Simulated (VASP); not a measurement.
# C (P1) in VASP: further runs

C is run at these levels: r2SCAN; tasks: single point.

Program: VASP 6.6.1. These are calculated values, not measurements. Logs are shortened: lines on timing, memory, paths and dates and some standing lists are left out, and cuts for length are marked.

### 1 The cell of the first run

The typed cell holds 8 atoms: a = 3.460 Å, b = 3.815 Å, c = 3.287 Å, α = 93.79°, β = 95.81°, γ = 86.41°.

### 2 Single point, r2SCAN (atoms moved at random and the cell strained at random)

Input file POSCAR:

```
C
1.0
    3.4545216478     -0.1111517468      0.1690727498
    0.1111517468     -3.8115038009      0.1143471339
   -0.1690727498      0.1143471339     -3.2804794629
C
8
Direct
    0.5149868243      0.0546482339      0.0009175786
   -0.0195050921      0.4585479549      0.0048712572
    0.0251864182     -0.0040465470      0.5604450616
    0.4612591459      0.5232377583      0.4597069706
    0.7074235139      0.7606737356      0.7531369556
    0.2945149656      0.2658360520      0.7783392978
    0.2665322436      0.7084166378      0.2130583350
    0.7496019805      0.2326861746      0.2295245436
```

Input file INCAR.step1:

```
PREC = Accurate
ENCUT = 520
ISMEAR = 0
SIGMA = 0.05
LREAL = False
LASPH = True
NELM = 80
NBANDS = 26
GGA = PE
ALGO = Normal
EDIFF = 1E-4
LWAVE = True
LCHARG = False
```

Input file INCAR.step2:

```
PREC = Accurate
ENCUT = 520
EDIFF = 1E-6
ISMEAR = 0
SIGMA = 0.05
LREAL = False
LASPH = True
NELM = 80
ALGO = Normal
ISIF = 2
LWAVE = False
LCHARG = False
METAGGA = R2SCAN
LMIXTAU = True
NBANDS = 26
ISTART = 1
```

Input file KPOINTS:

```
regular mesh
0
Gamma
  6 6 6
```

Potentials or basis: VASP PAW PBE potentials, release 64 (C).

On the command line:

```console
$ cat potpaw_PBE.64/C/POTCAR > POTCAR
$ cp INCAR.step1 INCAR
$ mpirun -np 1 vasp_std > vasp.out
$ cp INCAR.step2 INCAR
$ mpirun -np 1 vasp_std > vasp.out
```

OUTCAR:

```text
PREC = Accurate
   ENCUT = 520
   EDIFF = 1E-6
   ISMEAR = 0
   LREAL = False
   LASPH = True
   NELM = 80
   ISIF = 2
   METAGGA = R2SCAN
   ISTART = 1

 ion  position               nearest neighbor table
   1  0.515  0.055  0.001-   8 1.25   6 1.29   5 1.50   7 1.83
   2  0.980  0.459  0.005-   8 1.49   7 1.50   6 1.51   5 1.65
   3  0.025  0.996  0.560-   6 1.53   8 1.65   5 1.66   7 1.77
   4  0.461  0.523  0.460-   7 1.23   5 1.51   8 1.64   6 1.65
   5  0.707  0.761  0.753-   1 1.50   4 1.51   2 1.65   3 1.66
   6  0.295  0.266  0.778-   1 1.29   2 1.51   3 1.53   4 1.65   8 2.05
   7  0.267  0.708  0.213-   4 1.23   2 1.50   3 1.77   1 1.83
   8  0.750  0.233  0.230-   1 1.25   2 1.49   4 1.64   3 1.65   6 2.05

  LATTYP: Found a triclinic cell.
 ALAT       =     3.2868231422
 B/A-ratio  =     1.3766895162
 C/A-ratio  =     1.1606460488
 COS(alpha) =     0.0001608332
 COS(beta)  =     0.0661743858
 COS(gamma) =     0.6489619686

  Lattice vectors:

 A1 = (   0.1690727498,  -0.1143471339,   3.2804794629)
 A2 = (  -3.2854488980,  -0.0031953871,   3.1114067131)
 A3 = (   0.1111517468,  -3.8115038009,   0.1143471339)

Analysis of symmetry for initial positions (statically):
=====================================================================
 Subroutine PRICEL returns:
 Original cell was already a primitive cell.

 Routine SETGRP: Setting up the symmetry group for a
 triclinic supercell.

 Subroutine GETGRP returns: Found  1 space group operations
 (whereof  1 operations were pure point group operations)
 out of a pool of  2 trial point group operations.

The static configuration has the point symmetry C_1 .

Analysis of symmetry for dynamics (positions and initial velocities):
=====================================================================
 Subroutine PRICEL returns:
 Original cell was already a primitive cell.

 Routine SETGRP: Setting up the symmetry group for a
 triclinic supercell.

 Subroutine GETGRP returns: Found  1 space group operations
 (whereof  1 operations were pure point group operations)
 out of a pool of  2 trial point group operations.

The dynamic configuration has the point symmetry C_1 .

 Subroutine INISYM returns: Found  1 space group operations
[... 110 lines left out ...]
   LREAL  =      F    real-space projection
   EDIFFG = 0.1E-04   stopping-criterion for IOM
   NSW    =      0    number of steps for IOM
   IBRION =     -1    ionic relax: 0-MD 1-quasi-New 2-CG
   NFREE  =      0    steps in history (QN), initial steepest desc. (CG)
   ISIF   =      2    stress and relaxation
   ISYM   =      2    0-nonsym 1-usesym 2-fastsym
   POTIM  = 0.5000    time-step for ionic-motion
   TEBEG  =    0.0;   TEEND  =   0.0 temperature during run
   PSTRESS=    0.0 pullay stress
   NELECT =      32.0000    total number of electrons
   NUPDOWN=      -1.0000    fix difference up-down
   EMIN   =  10.00;   EMAX   =-10.00  energy-range for DOS
   EFERMI =   0.00;   METHOD = LEGACY
   ISMEAR =     0;   SIGMA  =   0.05  broadening in eV -4-tet -1-fermi 0-gaus
   EFERMI_NEDOS =   21; number of points for ismear=-14 and -15
   IALGO  =     38    algorithm
   IMIX   =      4    mixing-type and parameters
     AMIX     =   0.40;   BMIX     =  1.00
     AMIX_MAG =   1.60;   BMIX_MAG =  1.00
  volume/ion in A,a.u.               =       5.38        36.28
  Fermi-wavevector in a.u.,A,eV,Ry     =   1.483510  2.803427 29.943709  2.200801
  Thomas-Fermi vector in A             =   2.597162
   LORBIT       =      0    0 simple, 1 ext, 2 COOP (PROOUT), +10 PAW based schemes
   METAGGA = R2SCAN    functional components
   LHFCALC =     F    Hartree Fock is set to
   AEXX    =    0.0000 exact exchange contribution
   IVDW    =     0    specifies the selected vdW correction
   LEPSILON=     F    determine dielectric tensor
   LRPA    =     F    only Hartree local field effects (RPA)
 non-spin polarized calculation
 Gauss-broadening in eV      SIGMA  =   0.05
  energy-cutoff  :      520.00
  volume of cell :       43.00
 maximum number of plane-waves:      1169
 NGX is ok and might be reduce to    28
   NGX = 13   NGY = 15   NGZ = 13

 number of electron      32.0000004 magnetization

 Free energy of the ion-electron system (eV)
  ---------------------------------------------------
  ext. energy  EPLUGINS =         0.00000000
  ---------------------------------------------------
  free energy    TOTEN  =       -67.70623071 eV

  energy without entropy =      -67.70593962  energy(sigma->0) =      -67.70608517

 E-fermi :  11.4633     XC(G=0): -14.5591

 val. band max:       11.4237359028   @ k =  -0.1667   0.1667   0.1667
 cond. band min:      11.5048011862   @ k =   0.1667   0.0000   0.1667
 fundamental gap:      0.0810652834
 Fermi energy:        11.4632523293

 k-point     1 :       0.0000    0.0000    0.0000
  band No.  band energies     occupation
      1     -13.5134      2.00000
      2      -6.8096      2.00000
      3      -4.7893      2.00000
      4      -4.1109      2.00000
      5      -3.4334      2.00000
      6      -1.9474      2.00000
[... 685 lines left out ...]
     25      22.4087      0.00000
     26      22.7393      0.00000

 [... further k-points ...]

------------------------ aborting loop because EDIFF is reached ----------------------------------------

  FORCE on cell =-STRESS in cart. coord.  units (eV):
  Direction    XX          YY          ZZ          XY          YZ          ZX
  --------------------------------------------------------------------------------------
  -------------------------------------------------------------------------------------
  Total       25.7968442     -1.7403722     35.1929861      9.2531385      5.2889341    -24.6827591
  in kB      961.1113890    -64.8409366   1311.1828505    344.7435924    197.0494820   -919.6039908
  external PRESSURE =     735.8177676 kB  Pullay stress =       0.0000000 kB

 VOLUME and BASIS-vectors are now :
 -----------------------------------------------------------------------------
  energy-cutoff  :      520.00
  volume of cell :       43.00
      direct lattice vectors                 reciprocal lattice vectors
     3.454521648 -0.111151747  0.169072750     0.290452989  0.008029540 -0.014689783
     0.111151747 -3.811503801  0.114347134    -0.008029540 -0.262860260 -0.008748642
    -0.169072750  0.114347134 -3.280479463     0.014689783 -0.008748642 -0.305895536

 POSITION                                       TOTAL-FORCE (eV/Angst)
 -----------------------------------------------------------------------------------
      1.78495     -0.26543      0.09031        -1.162041     13.981255      1.860151
      3.43729     -1.85618      0.20223         1.001622     -6.187843      1.760520
      0.10295     -3.73479     -1.72039        -2.751045      0.586162      7.449978
      1.57386     -1.99303     -1.37024        10.740673      6.508087    -10.086359
      2.40103     -2.89182     -2.26406         5.809176      1.501873      0.709299
      0.91536     -0.95697     -2.47313       -11.090619     -1.510652      8.315468
      0.96346     -2.70540     -0.57286       -10.537383     -9.410724      1.211589
      2.57657     -0.94396     -0.59961         7.989617     -5.468158    -11.220645
 -----------------------------------------------------------------------------------
    total drift:                                0.000176     -0.000073      0.000442

  FREE ENERGIE OF THE ION-ELECTRON SYSTEM (eV)
  ---------------------------------------------------
  free  energy   TOTEN  =       -67.7062307106 eV

  energy  without entropy=      -67.7059396218  energy(sigma->0) =      -67.70608517
```

Wall time 3.2 min (1 thread of Intel Xeon Platinum 8488C (Sapphire Rapids), shared host); peak memory 0.2 GiB.

What came out:

```
Free energy            : -67.7062 eV
Pressure               : 73.6 GPa
Largest force          : 16.108 eV/Å
Band gap on the k mesh : zero (bands 16 and 17 overlap by 0.08 eV)
```

Forces on the atoms (eV/Å):
```
C    -1.162  13.981   1.860
C     1.002  -6.188   1.761
C    -2.751   0.586   7.450
C    10.741   6.508 -10.086
C     5.809   1.502   0.709
C   -11.091  -1.511   8.315
C   -10.537  -9.411   1.212
C     7.990  -5.468 -11.221
```

Stress tensor (GPa, compression positive):
```
 96.11  34.47 -91.96
 34.47  -6.48  19.70
-91.96  19.70 131.12
```

Caveat: the cell differs from its parent crystal (atoms moved at random and the cell strained at random); the cell stands under pressure; the PAW data sets were made with another functional, which shifts forces and pressure a little.

(Continued in part 2 of 2.)
